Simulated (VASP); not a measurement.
Wanted: the native input for a VASP 6.6.1 run.

* Task: single point
* Functional: PBE
* Potentials or basis: VASP PAW PBE potentials, release 64 (Hf_pv, B, W_sv)
* Cutoff: 520 eV
* k mesh: 12 × 12 × 6
* Occupations: gaussian, width 0.1 eV
* Spin: no spin polarisation
* Dipole correction: no
* Further INCAR settings: ALGO = Fast; EDIFF = 1e-07; NBANDS = 38

The structure of HfB2W3 lies in POSCAR:

```
HfB2W3
1.0
    4.1063454913      0.0000000000      0.0000000000
   -2.0531727456      3.5561995122      0.0000000000
    0.0000000000      0.0000000000      5.8614937152
Hf B W
1 2 3
Direct
    0.0000000000      0.0000000000      0.0000000000
    0.6666666667      0.3333333333      0.2631861125
    0.3333333333      0.6666666667      0.7368138875
    0.0000000000      0.0000000000      0.5000000000
    0.6666666667      0.3333333333      0.6732181558
    0.3333333333      0.6666666667      0.3267818442
```

The input as run:

INCAR

```
SYSTEM = HfB2W3
  ALGO = Fast
  EDIFF = 1E-7
  ENCUT = 520
  GGA = PE
  ISIF = 2
  ISMEAR = 0
  LASPH = .TRUE.
  LCHARG = .FALSE.
  LREAL = .FALSE.
  LWAVE = .FALSE.
  NBANDS = 38
  NELM = 60
  PREC = Accurate
  SIGMA = 0.1
```

KPOINTS

```
k-points
0
G
  12 12 6
  0 0 0
```

Potentials or basis: VASP PAW PBE potentials, release 64 (Hf_pv, B, W_sv).

Run with:

```sh
$ cat potpaw_PBE.64/Hf_pv/POTCAR potpaw_PBE.64/B/POTCAR potpaw_PBE.64/W_sv/POTCAR > POTCAR
$ mpirun -np 1 vasp_std > vasp.out
```

It gave:

```json
{
 "Pressure": "0.2 GPa",
 "Largest force": "0.074 eV/Å",
 "Band gap on the k mesh": "zero (bands 29 and 30 overlap by 1.79 eV)"
}
```

Caveat: spin-orbit coupling is left out, which moves the levels of the heavy elements.

Run time: 6.4 min on 1 thread of Oxide Virtual Turin-like Processor, on a shared host, peak memory 0.39 GiB.
